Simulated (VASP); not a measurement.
Input of a VASP 6.6.1 run:

The input INCAR:

```
SYSTEM = Al2InN3
  ALGO = Normal
  EDIFF = 1E-6
  ENCUT = 520
  GGA = PE
  ISIF = 2
  ISMEAR = 0
  LASPH = .True.
  LCHARG = .False.
  LREAL = .False.
  LWAVE = .False.
  NBANDS = 46
  NELM = 60
  PREC = Accurate
  SIGMA = 0.05
```

KPOINTS

```
k-points
0
Gamma
  6 6 6
  0 0 0
```

Contents of POSCAR:

```
Al2InN3
1.0
    4.7221191663     -2.9424814748      0.0000000000
    4.7221191663      2.9424814748      0.0000000000
    0.0000000000      0.0000000000      5.0414731630
Al In N
4 2 6
Direct
    0.0084427086      0.3348641725      0.9917411822
    0.6651358275      0.9915572914      0.9917411822
    0.9915572914      0.6651358275      0.4917411822
    0.3348641725      0.0084427086      0.4917411822
    0.3220722962      0.6779277038      0.9869930315
    0.6779277038      0.3220722962      0.4869930315
    0.0367610679      0.3336262977      0.3556963910
    0.6663737023      0.9632389321      0.3556963910
    0.9632389321      0.6663737023      0.8556963910
    0.3336262977      0.0367610679      0.8556963910
    0.2982358752      0.7017641248      0.4061317922
    0.7017641248      0.2982358752      0.9061317922
```

Potentials or basis: VASP PAW PBE potentials, release 64 (Al, In_d, N).

The run is started by

```bash
$ cat potpaw_PBE.64/Al/POTCAR potpaw_PBE.64/In_d/POTCAR potpaw_PBE.64/N/POTCAR > POTCAR
$ mpirun -np 1 vasp_std > vasp.out
```

Q: Predict the largest force.

A: 0.951 eV/Å.

Q: Estimate the band gap on the k mesh.

A: 2.28 eV.

Q: Predict the pressure.

A: 8.5 GPa.

Stress tensor (GPa, compression positive):
```
15.65  0.00  0.00
 0.00 -7.68  0.00
 0.00  0.00 17.44
```

Caveat: the stress differs along the axes, from -8 to 17 GPa; spin-orbit coupling is left out, which moves the levels of the heavy elements. A k mesh can miss the band edges.
